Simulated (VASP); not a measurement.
Wanted: the native input for a VASP 6.6.1 run.

| Item | Value |
| --- | --- |
| Task | single point |
| Functional | PBEsol |
| Potentials or basis | VASP PAW PBE potentials, release 64 (W_sv, Se) |
| Cutoff | 520 eV |
| k mesh | 12 × 12 × 2 |
| Occupations | gaussian, width 0.05 eV |
| Spin | no spin polarisation |
| Dipole correction | no |
| Further INCAR settings | ALGO = Normal; EDIFF = 1e-06; NBANDS = 20 |

The structure of WSe2 lies in POSCAR:

```
WSe2
1.0
    3.2702526784      0.0000000000      0.0000000000
   -1.6351263392      2.8321218963      0.0000000000
    0.0000000000      0.0000000000     16.9111353302
W Se
1 2
Direct
    0.0000000000      0.0000000000      0.0000000000
    0.3333333333      0.6666666667      0.1003992715
    0.3333333333      0.6666666667      0.8996007285
```

This cell differs from its parent crystal: strain +0.000 along x and y, +0.015 along z.

These files were run (other wordings do the same):

INCAR

```
ALGO = Normal
EDIFF = 1E-6
ENCUT = 520
GGA = PS
ISIF = 2
ISMEAR = 0
LASPH = T
LCHARG = F
LREAL = F
LWAVE = F
NBANDS = 20
NELM = 100
PREC = Accurate
SIGMA = 0.05
```

KPOINTS

```
k-points
0
Gamma
  12 12 2
```

Potentials or basis: VASP PAW PBE potentials, release 64 (W_sv, Se).

Launch:

```console
$ cat potpaw_PBE.64/W_sv/POTCAR potpaw_PBE.64/Se/POTCAR > POTCAR
$ mpirun -np 1 vasp_std > vasp.out
```

It gave:

| Property | Result |
| --- | --- |
| Largest force | 0.377 eV/Å |
| Band gap on the k mesh | 1.60 eV (least direct gap 1.74 eV) |

Caveat: the cell differs from its parent crystal (strain +0.000 along x and y, +0.015 along z); the PAW data sets were made with another functional, which shifts forces and pressure a little; spin-orbit coupling is left out, which moves the levels of the heavy elements.

Wall time 2 min on 1 thread of Intel(R) Xeon(R) Platinum 8259CL CPU @ 2.50GHz (Skylake/Cascade Lake), on a shared host, peak memory 0.31 GiB.
